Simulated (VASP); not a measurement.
# Si5Ge (Cmmm) in VASP: further runs

The runs below take Si5Ge through relaxation of cell and atoms, single point, with PBE.

Everything below comes from runs of VASP 6.6.1. Logs are shortened: lines on timing, memory, paths and dates and some standing lists are left out, and cuts for length are marked.

## 1. The cell of the first run

The structure is orthorhombic, space group Cmmm (No. 65). The conventional cell has a = 4.014 Å, b = 11.782 Å, c = 4.008 Å, α = 90.00°, β = 90.00°, γ = 90.00°. Within 3.7 Å of Si (site symmetry m2m) lie 10 Si at 2.78 to 2.86 Å and 2 Ge at 2.78 Å. Si (site symmetry mmm) has 8 Si at 2.78 to 2.80 Å and 4 Ge at 2.84 Å within 3.7 Å. Within 3.7 Å of Si (site symmetry m2m) lie 2 Ge at 2.80 Å and 10 Si at 2.80 to 2.84 Å. Within 3.7 Å of Ge (site symmetry mmm) lie 12 Si at 2.78 to 2.84 Å.

The cell was built from a structure type or drawn by symmetry, and may not be a known phase.

## 2. Relaxation of cell and atoms, PBE

Contents of INCAR:

```
SYSTEM = Si5Ge
ALGO = Normal
EDIFF = 1E-6
EDIFFG = -0.04
ENCUT = 600
GGA = PE
IBRION = 2
ISIF = 3
ISMEAR = 0
LASPH = .TRUE.
LCHARG = .FALSE.
LREAL = .FALSE.
LWAVE = .FALSE.
NELM = 60
NSW = 90
PREC = Accurate
SIGMA = 0.1
```

Contents of KPOINTS:

```
k-points
0
G
  4 4 4
  0 0 0
```

Contents of POSCAR:

```
Si5Ge
1.0
    2.0070083100     -5.8910761900      0.0000000000
    2.0070083100      5.8910761900      0.0000000000
    0.0000000000      0.0000000000      4.0082821400
Si Ge
5 1
Direct
    0.3365818300      0.6634181700      0.0000000000
    0.6634181700      0.3365818300      0.0000000000
    0.5000000000      0.5000000000      0.5000000000
    0.8341655700      0.1658344300      0.5000000000
    0.1658344300      0.8341655700      0.5000000000
    0.0000000000      0.0000000000      0.0000000000
```

Potentials or basis: VASP PAW PBE potentials, release 64 (Si, Ge_d).

Started as:

```console
cat potpaw_PBE.64/Si/POTCAR potpaw_PBE.64/Ge_d/POTCAR > POTCAR
mpirun -np 1 vasp_std > vasp.out
```

OUTCAR:

```text
SYSTEM = Si5Ge
   EDIFF = 1E-6
   EDIFFG = -0.04
   ENCUT = 600
   GGA = PE
   IBRION = 2
   ISIF = 3
   ISMEAR = 0
   LASPH = .TRUE.
   LREAL = .FALSE.
   NELM = 60
   NSW = 90
   PREC = Accurate

 ion  position               nearest neighbor table
   1  0.337  0.663  0.000-   3 2.78   3 2.78   6 2.78   6 2.78   4 2.84   4 2.84   4 2.84   4 2.84
                             5 2.84   5 2.84   2 2.86   2 2.86
   2  0.663  0.337  0.000-   3 2.78   3 2.78   6 2.78   6 2.78   5 2.84   5 2.84   5 2.84   5 2.84
                             4 2.84   4 2.84   1 2.86   1 2.86
   3  0.500  0.500  0.500-   1 2.78   2 2.78   1 2.78   2 2.78   5 2.80   4 2.80   5 2.80   4 2.80
                             6 2.84   6 2.84   6 2.84   6 2.84
   4  0.834  0.166  0.500-   6 2.80   6 2.80   3 2.80   3 2.80   5 2.82   5 2.82   1 2.84   1 2.84
                             1 2.84   1 2.84   2 2.84   2 2.84
   5  0.166  0.834  0.500-   6 2.80   6 2.80   3 2.80   3 2.80   4 2.82   4 2.82   2 2.84   2 2.84
                             2 2.84   2 2.84   1 2.84   1 2.84
   6  0.000  0.000  0.000-   2 2.78   1 2.78   2 2.78   1 2.78   4 2.80   5 2.80   4 2.80   5 2.80
                             3 2.84   3 2.84   3 2.84   3 2.84

  LATTYP: Found a base centered orthorhombic cell.
 ALAT       =     4.0140166200
 B/A-ratio  =     2.9352525152
 C/A-ratio  =     0.9985713861

  Lattice vectors:

 A1 = (   2.0070083100,  -5.8910761900,   0.0000000000)
 A2 = (   2.0070083100,   5.8910761900,   0.0000000000)
 A3 = (   0.0000000000,   0.0000000000,   4.0082821400)

Analysis of symmetry for initial positions (statically):
=====================================================================
 Subroutine PRICEL returns:
 Original cell was already a primitive cell.

 Routine SETGRP: Setting up the symmetry group for a
 base centered orthorhombic supercell.

 Subroutine GETGRP returns: Found  8 space group operations
 (whereof  8 operations were pure point group operations)
 out of a pool of  8 trial point group operations.

The static configuration has the point symmetry D_2h.

Analysis of symmetry for dynamics (positions and initial velocities):
=====================================================================
 Subroutine PRICEL returns:
 Original cell was already a primitive cell.

 Routine SETGRP: Setting up the symmetry group for a
 base centered orthorhombic supercell.

 Subroutine GETGRP returns: Found  8 space group operations
 (whereof  8 operations were pure point group operations)
 out of a pool of  8 trial point group operations.

The dynamic configuration has the point symmetry D_2h.

 Subroutine INISYM returns: Found  8 space group operations
 (whereof  8 operations are pure point group operations),
 and found     1 'primitive' translations

----------------------------------------------------------------------------------------

                                     Primitive cell

  volume of cell :      94.7834

  direct lattice vectors                    reciprocal lattice vectors
     2.007008310 -5.891076190  0.000000000     0.249127020 -0.084874136  0.000000000
     2.007008310  5.891076190  0.000000000     0.249127020  0.084874136  0.000000000
     0.000000000  0.000000000  4.008282140     0.000000000  0.000000000  0.249483436

  length of vectors
     6.223573012  6.223573012  4.008282140     0.263187939  0.263187939  0.249483436

  position of ions in fractional coordinates (direct lattice)
     0.336581830  0.663418170  0.000000000
     0.663418170  0.336581830  0.000000000
     0.500000000  0.500000000  0.500000000
     0.834165570  0.165834430  0.500000000
     0.165834430  0.834165570  0.500000000
     0.000000000  0.000000000  0.000000000

  ion indices of the primitive-cell ions
   primitive index   ion index
                 1           1
                 2           2
                 3           3
                 4           4
                 5           5
                 6           6

----------------------------------------------------------------------------------------

 KPOINTS: k-points

Automatic generation of k-mesh.
 Grid dimensions read from file:
 generate k-points for:    4    4    4

 Generating k-lattice:

  Cartesian coordinates                     Fractional coordinates (reciprocal lattice)
     0.062281755 -0.021218534  0.000000000     0.250000000 -0.000000000  0.000000000
     0.062281755  0.021218534  0.000000000    -0.000000000  0.250000000  0.000000000
     0.000000000  0.000000000  0.062370859     0.000000000  0.000000000  0.250000000

  Length of vectors
     0.065796985  0.065796985  0.062370859

  Shift w.r.t. Gamma in fractional coordinates (k-lattice)
     0.000000000  0.000000000  0.000000000

 Subroutine IBZKPT returns following result:
 ===========================================

 Found     21 irreducible k-points:

 Following reciprocal coordinates:
            Coordinates               Weight
  0.000000  0.000000  0.000000      1.000000
  0.250000  0.000000  0.000000      4.000000
  0.500000  0.000000  0.000000      2.000000
  0.250000  0.250000  0.000000      2.000000
  0.500000  0.250000  0.000000      4.000000
 -0.250000  0.250000  0.000000      2.000000
[... 13 lines left out ...]
 -0.250000  0.250000  0.500000      2.000000
  0.500000  0.500000  0.500000      1.000000
   k-points           NKPTS =     21   k-points in BZ     NKDIM =     21   number of bands    NBANDS=     21
   number of dos      NEDOS =    301   number of ions     NIONS =      6
   total plane-waves  NPLWV =  80000
   dimension x,y,z NGX =    50 NGY =   50 NGZ =   32
   dimension x,y,z NGXF=   100 NGYF=  100 NGZF=   64
   ions per type =               5   1
   NGX,Y,Z   is equivalent  to a cutoff of  13.36, 13.36, 13.27 a.u.
   NGXF,Y,Z  is equivalent  to a cutoff of  26.71, 26.71, 26.54 a.u.
 SYSTEM =  Si5Ge
   PREC   = accura    normal or accurate (medium, high low for compatibility)
   ISTART =      0    job   : 0-new  1-cont  2-samecut
   ICHARG =      2    charge: 1-file 2-atom 10-const
   ISPIN  =      1    spin polarized calculation?
   LNONCOLLINEAR =      F non collinear calculations
   LSORBIT =      F    spin-orbit coupling
   LASPH  =      T    aspherical Exc in radial PAW
   ENCUT  =  600.0 eV  44.10 Ry    6.64 a.u.  12.43 12.43  8.01*2*pi/ulx,y,z
   NELM   =     60;   NELMIN=  2; NELMDL= -5     # of ELM steps
   EDIFF  = 0.1E-05   stopping-criterion for ELM
   LREAL  =      F    real-space projection
   EDIFFG = -.4E-01   stopping-criterion for IOM
   NSW    =     90    number of steps for IOM
   IBRION =      2    ionic relax: 0-MD 1-quasi-New 2-CG
   NFREE  =      1    steps in history (QN), initial steepest desc. (CG)
   ISIF   =      3    stress and relaxation
   ISYM   =      2    0-nonsym 1-usesym 2-fastsym
   POTIM  = 0.5000    time-step for ionic-motion
   TEBEG  =    0.0;   TEEND  =   0.0 temperature during run
   PSTRESS=    0.0 pullay stress
   NELECT =      34.0000    total number of electrons
   NUPDOWN=      -1.0000    fix difference up-down
   EMIN   =  10.00;   EMAX   =-10.00  energy-range for DOS
   EFERMI =   0.00;   METHOD = LEGACY
   ISMEAR =     0;   SIGMA  =   0.10  broadening in eV -4-tet -1-fermi 0-gaus
   EFERMI_NEDOS =   21; number of points for ismear=-14 and -15
   IALGO  =     38    algorithm
   IMIX   =      4    mixing-type and parameters
     AMIX     =   0.40;   BMIX     =  1.00
     AMIX_MAG =   1.60;   BMIX_MAG =  1.00
  volume/ion in A,a.u.               =      15.80       106.60
  Fermi-wavevector in a.u.,A,eV,Ry     =   1.163207  2.198143 18.409378  1.353051
  Thomas-Fermi vector in A             =   2.299760
   LORBIT       =      0    0 simple, 1 ext, 2 COOP (PROOUT), +10 PAW based schemes
   GGA     = PE    functional components
   LHFCALC =     F    Hartree Fock is set to
   AEXX    =    0.0000 exact exchange contribution
   IVDW    =     0    specifies the selected vdW correction
   LEPSILON=     F    determine dielectric tensor
   LRPA    =     F    only Hartree local field effects (RPA)
 conjugate gradient relaxation of ions
 non-spin polarized calculation
 Gauss-broadening in eV      SIGMA  =   0.10
  energy-cutoff  :      600.00
  volume of cell :       94.78
 maximum number of plane-waves:      3200
 NGX is ok and might be reduce to    50
   NGX = 25   NGY = 25   NGZ = 17

--------------------------------------- Ionic step        1  -------------------------------------------

 number of electron      33.9999993 magnetization

 Free energy of the ion-electron system (eV)
  ---------------------------------------------------
  ext. energy  EPLUGINS =         0.00000000
  ---------------------------------------------------
  free energy    TOTEN  =       -28.21445400 eV

  energy without entropy =      -28.19871306  energy(sigma->0) =      -28.20658353

------------------------ aborting loop because EDIFF is reached ----------------------------------------

  FORCE on cell =-STRESS in cart. coord.  units (eV):
  Direction    XX          YY          ZZ          XY          YZ          ZX
  --------------------------------------------------------------------------------------
  -------------------------------------------------------------------------------------
  Total       -1.0261270      2.4275254     -2.9547882      0.0000000      0.0000000      0.0000000
  in kB      -17.3452114     41.0338514    -49.9464749      0.0000000      0.0000000      0.0000000
  external PRESSURE =      -8.7526116 kB  Pullay stress =       0.0000000 kB
[... 101 lines left out ...]
  FREE ENERGIE OF THE ION-ELECTRON SYSTEM (eV)
  ---------------------------------------------------
  free  energy   TOTEN  =       -28.4957452656 eV

  energy  without entropy=      -28.4830293859  energy(sigma->0) =      -28.48938733

[... ionic steps 4 to 17 ...]

--------------------------------------- Ionic step       18  -------------------------------------------

 number of electron      34.0000003 magnetization

------------------------ aborting loop because EDIFF is reached ----------------------------------------

  FORCE on cell =-STRESS in cart. coord.  units (eV):
  Direction    XX          YY          ZZ          XY          YZ          ZX
  --------------------------------------------------------------------------------------
  -------------------------------------------------------------------------------------
  Total       -0.1343479     -0.1004657     -0.2190386      0.0000000      0.0000000      0.0000000
  in kB       -2.3232014     -1.7372972     -3.7877108      0.0000000      0.0000000      0.0000000
  external PRESSURE =      -2.6160698 kB  Pullay stress =       0.0000000 kB
[... 65 lines left out ...]
  energy  without entropy=      -28.6906554126  energy(sigma->0) =      -28.69817778

--------------------------------------- Ionic step       20  -------------------------------------------

 number of electron      34.0000003 magnetization

 Free energy of the ion-electron system (eV)
  ---------------------------------------------------
  ext. energy  EPLUGINS =         0.00000000
  ---------------------------------------------------
  free energy    TOTEN  =       -28.70629729 eV

  energy without entropy =      -28.69192004  energy(sigma->0) =      -28.69910867

 E-fermi :   9.1648     XC(G=0): -11.1646

 val. band max:        9.1288418786   @ k =   0.5000   0.0000   0.0000
 cond. band min:       9.1687888784   @ k =   0.2500   0.2500   0.0000
 fundamental gap:      0.0399469998
 Fermi energy:         9.1648493562

 k-point     1 :       0.0000    0.0000    0.0000
  band No.  band energies     occupation
      1     -15.4807      2.00000
      2     -15.4599      2.00000
      3     -15.4589      2.00000
      4     -15.4403      2.00000
      5     -15.4347      2.00000
      6      -4.8082      2.00000
[... 526 lines left out ...]
  FREE ENERGIE OF THE ION-ELECTRON SYSTEM (eV)
  ---------------------------------------------------
  free  energy   TOTEN  =       -28.7062972884 eV

  energy  without entropy=      -28.6919200448  energy(sigma->0) =      -28.69910867

 reached required accuracy - stopping structural energy minimisation
```

Run time: 14 min. Hardware: 1 thread of Intel Xeon Platinum 8488C (Sapphire Rapids), shared host; peak memory 0.3 GiB.

What came out:

| Item | Value |
| --- | --- |
| Free energy | -28.7063 eV |
| Relaxed volume | 15.43 Å³/atom |
| Relaxed cell | a = 6.801 Å, b = 6.801 Å, c = 3.775 Å, α = 90.00°, β = 90.00°, γ = 147.98° |
| Space group after relaxing (to 0.1 Å) | Cmmm (No. 65) |
| Energy gained by relaxing | 82.0 meV/atom |
| Ionic steps | 20 |
| Pressure after relaxing | -0.1 GPa |
| Largest force after relaxing | 0.026 eV/Å |
| Band gap on the k mesh | zero (bands 17 and 18 overlap by 2.63 eV) |

Forces on the atoms (eV/Å):
```
Si   0.000  0.026  0.000
Si   0.000 -0.026  0.000
Si   0.000  0.000  0.000
Si   0.000 -0.008  0.000
Si   0.000  0.008  0.000
Ge   0.000  0.000  0.000
```

Stress tensor (GPa, compression positive):
```
-0.06  0.00  0.00
 0.00 -0.25  0.00
 0.00  0.00 -0.06
```

Step by step:
| step | energy change (eV) | largest force (eV/Å) | pressure (GPa) | volume (Å³) |
| --- | --- | --- | --- | --- |
| 1 | 0.0000 | 0.5950 | -0.88 | 94.78 |
| 2 | -0.1779 | 0.3464 | -0.33 | 93.56 |
| 3 | -0.2813 | 0.4410 | 2.73 | 89.42 |
| 4 | -0.3407 | 0.4972 | 2.94 | 89.45 |
| 5 | -0.3478 | 0.5024 | 3.03 | 89.46 |
| 6 | -0.3487 | 0.5093 | 3.09 | 89.46 |
| 7 | -0.3872 | 0.3980 | 2.20 | 90.14 |
| 8 | -0.4563 | 0.0952 | -0.06 | 92.19 |
| 9 | -0.4247 | 0.1700 | -3.40 | 96.33 |
| 10 | -0.4661 | 0.0946 | -1.54 | 93.77 |
| 11 | -0.4669 | 0.0653 | -1.23 | 93.46 |
| 12 | -0.4778 | 0.0973 | -0.84 | 93.00 |
| 13 | -0.4865 | 0.1033 | 0.37 | 91.89 |
| 14 | -0.4868 | 0.1125 | 0.21 | 92.05 |
| 15 | -0.4894 | 0.0847 | 0.25 | 92.02 |
| 16 | -0.4897 | 0.0707 | 0.26 | 92.01 |
| 17 | -0.4902 | 0.0675 | 0.11 | 92.20 |
| 18 | -0.4908 | 0.0585 | -0.26 | 92.65 |
| 19 | -0.4912 | 0.0493 | -0.23 | 92.62 |
| 20 | -0.4918 | 0.0262 | -0.12 | 92.57 |

Final structure:
```
Si Ge
1.0
     1.87584   -6.53669    0.00000
     1.87584    6.53669    0.00000
     0.00000    0.00000    3.77472
Si Ge
5 1
Direct
  0.32690 0.67310 0.00000
  0.67310 0.32690 0.00000
  0.50000 0.50000 0.50000
  0.82622 0.17378 0.50000
  0.17378 0.82622 0.50000
  0.00000 0.00000 0.00000
```

Levels at points of the mesh, in eV from the Fermi level:
```
           k point  band 14  band 15  band 16  band 17  band 18  band 19  band 20  band 21
(0.00, 0.00, 0.00)    -2.55    -1.46    -0.78    -0.77    -0.38     0.34     0.48     1.81
(0.50, 0.00, 0.00)    -1.53    -1.41    -0.26    -0.17    -0.04     0.09     1.07     1.13
(0.50, 0.50, 0.00)    -2.87    -2.60    -1.37    -0.68     0.43     0.61     1.71     3.17
(0.00, 0.00, 0.50)    -0.66    -0.50    -0.19    -0.17    -0.04     0.21     1.96     2.09
(0.50, 0.00, 0.50)    -3.70    -3.54    -3.39    -3.39     1.00     1.10     1.49     1.55
(0.50, 0.50, 0.50)    -1.91    -1.86    -0.49    -0.43     1.12     1.23     1.59     1.75
```

Caveat: the k points lie up to 0.44 Å⁻¹ apart in the final cell, too coarse for converged energies and pressures of a metal.

(Continued in part 2 of 2.)
